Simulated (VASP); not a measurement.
A run of VASP 6.6.1:

File INCAR:

```
SYSTEM = Zn
PREC = Accurate
ENCUT = 520
EDIFF = 1E-6
ISMEAR = -1
SIGMA = 0.03
LREAL = .False.
LASPH = .True.
NELM = 100
ALGO = Normal
ISIF = 2
LWAVE = .False.
LCHARG = .False.
GGA = PS
NBANDS = 19
```

File KPOINTS:

```
regular mesh
0
Gamma
  16 16 8
  0 0 0
```

Contents of POSCAR:

```
Zn
1.0
    2.6647980532      0.0266479805      0.0266479805
   -1.3093211985      2.2944588197      0.0097538378
    0.0494670000      0.0494670000      4.9467000000
Zn
2
Direct
    0.3333333333      0.6666666667      0.2500000000
    0.6666666667      0.3333333333      0.7500000000
```

Potentials or basis: VASP PAW PBE potentials, release 64 (Zn).

Launch:

```bash
$ cat potpaw_PBE.64/Zn/POTCAR > POTCAR
$ mpirun -np 1 vasp_std > vasp.out
```

Hardware: 1 thread of Intel Xeon 6975P-C, on a shared host.

Q: How long does it take, and how much memory?

A: It took 5.4 min on 1 thread of Intel Xeon 6975P-C, on a shared host, peak memory 0.54 GiB. Counts: scf iterations 11, k points 1028.
